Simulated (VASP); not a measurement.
# Pb (Fm-3m) in VASP: single point with PBEsol

Aim: the single point of Pb with PBEsol.

Everything below comes from runs of VASP 6.6.1. Logs are shortened: lines on timing, memory, paths and dates and some standing lists are left out, and cuts for length are marked.

## 1. The cell of the first run

Symmetry: Fm-3m, No. 225, cubic system. The conventional cell has a = 4.937 Å, b = 4.937 Å, c = 4.937 Å, α = 90.00°, β = 90.00°, γ = 90.00°. Within 4.6 Å of Pb (site symmetry m-3m) lie 12 Pb at 3.49 Å.

## 2. Single point, PBEsol

Contents of INCAR:

```
  PREC = Accurate
  ENCUT = 520
  EDIFF = 1E-7
  ISMEAR = -1
  SIGMA = 0.13605693000000002
  LREAL = False
  LASPH = True
  NELM = 100
  ALGO = Normal
  ISIF = 2
  LWAVE = False
  LCHARG = False
  GGA = PS
  NBANDS = 13
```

Contents of KPOINTS:

```
Automatic mesh
0
Gamma
  12 12 12
```

Contents of POSCAR:

```
Pb
1.0
    0.0000000000      2.4685937785      2.4685937785
    2.4685937785      0.0000000000      2.4685937785
    2.4685937785      2.4685937785      0.0000000000
Pb
1
Direct
    0.0000000000      0.0000000000      0.0000000000
```

Potentials or basis: VASP PAW PBE potentials, release 64 (Pb_d).

Launch:

```sh
> cat potpaw_PBE.64/Pb_d/POTCAR > POTCAR
> mpirun -np 1 vasp_std > vasp.out
```

OUTCAR:

```text
PREC = Accurate
   ENCUT = 520
   EDIFF = 1E-7
   ISMEAR = -1
   LREAL = False
   LASPH = True
   NELM = 100
   ISIF = 2
   GGA = PS

 ion  position               nearest neighbor table
   1  0.000  0.000  0.000-

  LATTYP: Found a face centered cubic cell.
 ALAT       =     4.9371875570

  Lattice vectors:

 A1 = (   0.0000000000,   2.4685937785,   2.4685937785)
 A2 = (   2.4685937785,   0.0000000000,   2.4685937785)
 A3 = (   2.4685937785,   2.4685937785,   0.0000000000)

Analysis of symmetry for initial positions (statically):
=====================================================================
 Subroutine PRICEL returns:
 Original cell was already a primitive cell.

 Routine SETGRP: Setting up the symmetry group for a
 face centered cubic supercell.

 Subroutine GETGRP returns: Found 48 space group operations
 (whereof 48 operations were pure point group operations)
 out of a pool of 48 trial point group operations.

The static configuration has the point symmetry O_h .

Analysis of symmetry for dynamics (positions and initial velocities):
=====================================================================
 Subroutine PRICEL returns:
 Original cell was already a primitive cell.

 Routine SETGRP: Setting up the symmetry group for a
 face centered cubic supercell.

 Subroutine GETGRP returns: Found 48 space group operations
 (whereof 48 operations were pure point group operations)
 out of a pool of 48 trial point group operations.

The dynamic configuration has the point symmetry O_h .

 Subroutine INISYM returns: Found 48 space group operations
 (whereof 48 operations are pure point group operations),
 and found     1 'primitive' translations

----------------------------------------------------------------------------------------

                                     Primitive cell

  volume of cell :      30.0870

  direct lattice vectors                    reciprocal lattice vectors
     0.000000000  2.468593778  2.468593778    -0.202544463  0.202544463  0.202544463
     2.468593778  0.000000000  2.468593778     0.202544463 -0.202544463  0.202544463
     2.468593778  2.468593778  0.000000000     0.202544463  0.202544463 -0.202544463

  length of vectors
     3.491118802  3.491118802  3.491118802     0.350817300  0.350817300  0.350817300

  position of ions in fractional coordinates (direct lattice)
     0.000000000  0.000000000  0.000000000

  ion indices of the primitive-cell ions
   primitive index   ion index
                 1           1

----------------------------------------------------------------------------------------

 KPOINTS: Automatic mesh

Automatic generation of k-mesh.
 Grid dimensions read from file:
 generate k-points for:   12   12   12

 Generating k-lattice:

  Cartesian coordinates                     Fractional coordinates (reciprocal lattice)
    -0.016878705  0.016878705  0.016878705     0.083333333  0.000000000  0.000000000
     0.016878705 -0.016878705  0.016878705     0.000000000  0.083333333  0.000000000
     0.016878705  0.016878705 -0.016878705     0.000000000  0.000000000  0.083333333

  Length of vectors
     0.029234775  0.029234775  0.029234775

  Shift w.r.t. Gamma in fractional coordinates (k-lattice)
     0.000000000  0.000000000  0.000000000

 Subroutine IBZKPT returns following result:
 ===========================================

 Found     72 irreducible k-points:

 Following reciprocal coordinates:
            Coordinates               Weight
  0.000000  0.000000  0.000000      1.000000
  0.083333  0.000000  0.000000      8.000000
  0.166667  0.000000  0.000000      8.000000
  0.250000  0.000000  0.000000      8.000000
  0.333333  0.000000  0.000000      8.000000
  0.416667  0.000000  0.000000      8.000000
[... 16 lines left out ...]
  0.500000  0.166667  0.000000     24.000000
 -0.416667  0.166667  0.000000     24.000000
 [... further k-points ...]
   k-points           NKPTS =     72   k-points in BZ     NKDIM =     72   number of bands    NBANDS=     13
   number of dos      NEDOS =    301   number of ions     NIONS =      1
   total plane-waves  NPLWV =  21952
   dimension x,y,z NGX =    28 NGY =   28 NGZ =   28
   dimension x,y,z NGXF=    56 NGYF=   56 NGZF=   56
   ions per type =               1
   NGX,Y,Z   is equivalent  to a cutoff of  13.33, 13.33, 13.33 a.u.
   NGXF,Y,Z  is equivalent  to a cutoff of  26.67, 26.67, 26.67 a.u.
 SYSTEM =  unknown system
   PREC   = accura    normal or accurate (medium, high low for compatibility)
   ISTART =      0    job   : 0-new  1-cont  2-samecut
   ICHARG =      2    charge: 1-file 2-atom 10-const
   ISPIN  =      1    spin polarized calculation?
   LNONCOLLINEAR =      F non collinear calculations
   LSORBIT =      F    spin-orbit coupling
   LASPH  =      T    aspherical Exc in radial PAW
   ENCUT  =  520.0 eV  38.22 Ry    6.18 a.u.   6.49  6.49  6.49*2*pi/ulx,y,z
   NELM   =    100;   NELMIN=  2; NELMDL= -5     # of ELM steps
   EDIFF  = 0.1E-06   stopping-criterion for ELM
   LREAL  =      F    real-space projection
   EDIFFG = 0.1E-05   stopping-criterion for IOM
   NSW    =      0    number of steps for IOM
   IBRION =     -1    ionic relax: 0-MD 1-quasi-New 2-CG
   NFREE  =      0    steps in history (QN), initial steepest desc. (CG)
   ISIF   =      2    stress and relaxation
   ISYM   =      2    0-nonsym 1-usesym 2-fastsym
   POTIM  = 0.5000    time-step for ionic-motion
   TEBEG  =    0.0;   TEEND  =   0.0 temperature during run
   PSTRESS=    0.0 pullay stress
   NELECT =      14.0000    total number of electrons
   NUPDOWN=      -1.0000    fix difference up-down
   EMIN   =  10.00;   EMAX   =-10.00  energy-range for DOS
   EFERMI =   0.00;   METHOD = LEGACY
   ISMEAR =    -1;   SIGMA  =   0.14  broadening in eV -4-tet -1-fermi 0-gaus
   EFERMI_NEDOS =   21; number of points for ismear=-14 and -15
   IALGO  =     38    algorithm
   IMIX   =      4    mixing-type and parameters
     AMIX     =   0.40;   BMIX     =  1.00
     AMIX_MAG =   1.60;   BMIX_MAG =  1.00
  volume/ion in A,a.u.               =      30.09       203.04
  Fermi-wavevector in a.u.,A,eV,Ry     =   1.268600  2.397306 21.896465  1.609345
  Thomas-Fermi vector in A             =   2.401686
   LORBIT       =      0    0 simple, 1 ext, 2 COOP (PROOUT), +10 PAW based schemes
   GGA     = PS    functional components
   LHFCALC =     F    Hartree Fock is set to
   AEXX    =    0.0000 exact exchange contribution
   IVDW    =     0    specifies the selected vdW correction
   LEPSILON=     F    determine dielectric tensor
   LRPA    =     F    only Hartree local field effects (RPA)
 non-spin polarized calculation
  energy-cutoff  :      520.00
  volume of cell :       30.09
 maximum number of plane-waves:       869
 NGX is ok and might be reduce to    28
   NGX = 13   NGY = 13   NGZ = 13

 number of electron      13.9999999 magnetization

 Free energy of the ion-electron system (eV)
  ---------------------------------------------------
  ext. energy  EPLUGINS =         0.00000000
  ---------------------------------------------------
  free energy    TOTEN  =        -4.00912660 eV

  energy without entropy =       -3.96974854  energy(sigma->0) =       -3.98943757

 E-fermi :   7.2119     XC(G=0): -10.3779

 val. band max:        7.1852537026   @ k =  -0.3333   0.2500   0.0000
 cond. band min:       7.2181912709   @ k =  -0.2500   0.0833   0.0000
 fundamental gap:      0.0329375683
 Fermi energy:         7.2119430826

 k-point     1 :       0.0000    0.0000    0.0000
  band No.  band energies     occupation
      1      -9.8012      2.00000
      2      -9.8012      2.00000
      3      -9.8012      2.00000
      4      -9.6560      2.00000
      5      -9.6560      2.00000
      6      -4.6322      2.00000
      7      14.6624      0.00000
      8      14.6624      0.00000
      9      14.6624      0.00000
     10      16.9574      0.00000
     11      18.6046      0.00000
     12      19.7255      0.00000
     13      19.7255      0.00000

 k-point     2 :       0.0833    0.0000    0.0000
  band No.  band energies     occupation
      1      -9.8015      2.00000
      2      -9.7909      2.00000
      3      -9.7909      2.00000
      4      -9.6565      2.00000
      5      -9.6565      2.00000
      6      -4.4973      2.00000
      7      13.1167      0.00000
      8      14.4949      0.00000
      9      14.4949      0.00000
     10      16.6856      0.00000
     11      19.2539      0.00000
     12      20.0243      0.00000
     13      20.0243      0.00000

 k-point     3 :       0.1667    0.0000    0.0000
  band No.  band energies     occupation
      1      -9.8039      2.00000
      2      -9.7706      2.00000
      3      -9.7706      2.00000
      4      -9.6502      2.00000
      5      -9.6502      2.00000
      6      -4.0921      2.00000
      7      10.5122      0.00000
      8      14.0900      0.00000
      9      14.0900      0.00000
     10      16.3829      0.00000
     11      19.8198      0.00000
     12      20.3875      0.00000
     13      20.4006      0.00000
[... 305 lines left out ...]
 k-point    23 :       0.5000    0.1667    0.0000
  band No.  band energies     occupation
      1      -9.8366      2.00000
      2      -9.7624      2.00000
      3      -9.7217      2.00000
      4      -9.5918      2.00000
      5      -9.5131      2.00000
      6      -0.8455      2.00000
      7       3.8413      2.00000
      8       9.8873      0.00000
      9      11.5251      0.00000
     10      14.7778      0.00000
     11      19.5695      0.00000
     12      20.3580      0.00000
     13      21.5205      0.00000

 k-point    24 :      -0.4167    0.1667    0.0000
  band No.  band energies     occupation
      1      -9.8226      2.00000
      2      -9.7646      2.00000
      3      -9.7277      2.00000
      4      -9.5722      2.00000
      5      -9.5352      2.00000
      6      -0.6699      2.00000
      7       3.5924      2.00000
      8       9.4242      0.00000
      9      11.9665      0.00000
     10      15.0314      0.00000
     11      19.1444      0.00000
     12      19.9281      0.00000
     13      22.3535      0.00000

 [... further k-points ...]
[... 5 lines left out ...]
  --------------------------------------------------------------------------------------
  -------------------------------------------------------------------------------------
  Total        0.0080908      0.0080908      0.0080908     -0.0000000      0.0000000      0.0000000
  in kB        0.4308487      0.4308487      0.4308487     -0.0000000      0.0000000      0.0000000
  external PRESSURE =       0.4308487 kB  Pullay stress =       0.0000000 kB

 VOLUME and BASIS-vectors are now :
 -----------------------------------------------------------------------------
  energy-cutoff  :      520.00
  volume of cell :       30.09
      direct lattice vectors                 reciprocal lattice vectors
     0.000000000  2.468593778  2.468593778    -0.202544463  0.202544463  0.202544463
     2.468593778  0.000000000  2.468593778     0.202544463 -0.202544463  0.202544463
     2.468593778  2.468593778  0.000000000     0.202544463  0.202544463 -0.202544463

 POSITION                                       TOTAL-FORCE (eV/Angst)
 -----------------------------------------------------------------------------------
      0.00000      0.00000      0.00000        -0.000000     -0.000000     -0.000000
 -----------------------------------------------------------------------------------
    total drift:                               -0.000000     -0.000000     -0.000000

  FREE ENERGIE OF THE ION-ELECTRON SYSTEM (eV)
  ---------------------------------------------------
  free  energy   TOTEN  =        -4.0091266039 eV

  energy  without entropy=       -3.9697485372  energy(sigma->0) =       -3.98943757
```

Wall time 15 s (1 thread of Intel Xeon Platinum 8488C (Sapphire Rapids), shared host); peak memory 0.17 GiB.

What came out:

```yaml
Free_energy: -4.0091 eV
Pressure: 0.0 GPa
Band_gap_on_the_k_mesh: zero (band 7 reaches 14.66 eV, above the bottom of band 8 at 5.62 eV)
```

Levels at points of the mesh, in eV from the Fermi level:
```tsv
k point	band 5	band 6	band 7	band 8	band 9	band 10
(0.00, 0.00, 0.00)	-16.87	-11.84	7.45	7.45	7.45	9.75
(0.50, 0.00, 0.00)	-16.73	-8.17	-4.28	5.59	5.59	9.21
(0.50, 0.50, 0.00)	-16.69	-6.74	-3.34	2.02	2.02	5.36
```

Caveat: the PAW data sets were made with another functional, which shifts forces and pressure a little; spin-orbit coupling is left out, which moves the levels of the heavy elements.
